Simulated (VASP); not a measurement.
Runs of VASP 6.6.1 on B. The structure is that of space group Pmmm (No. 47), or close to it. The cells are those of the table. 

```csv
task,cell,k mesh,cutoff (eV),gap on the mesh (eV),pressure (GPa),relaxed volume (Å³/atom),largest force (eV/Å)
single point,"a = 2.470, b = 2.875, c = 3.293 Å, 3 atoms",8 × 6 × 6,520,none,(a),-,7.04
relaxation of cell and atoms,"relaxed from a = 2.104, b = 2.692, c = 3.551 Å, 3 atoms",22 × 18 × 14,600,none,0.0,(b),-
relaxation of cell and atoms,"relaxed from a = 2.470, b = 2.875, c = 3.293 Å, 3 atoms",8 × 6 × 6,600,none,0.0,6.70,-
single point,"a = 2.104, b = 2.692, c = 3.551 Å, 3 atoms",8 × 6 × 6,520,none,-0.1,-,0.01
single point,"a = 2.140, b = 2.708, c = 3.496 Å, 3 atoms",22 × 18 × 14,520,none,0.0,-,0.01
```

Alike in all rows: level PBE; potentials or basis VASP PAW PBE potentials, release 64 (B); no spin polarisation; smearing gaussian 0.1 eV.

**Question.** Estimate the missing entries.

**Answer.** (a) -3.9; (b) 6.75.

Caveats: some runs use coarse meshes; forces of over 1 eV/Å act on the atoms, so gaps and moduli don't describe the material at rest (some runs).

A gap of «none» marks levels without a gap at the run's occupations.
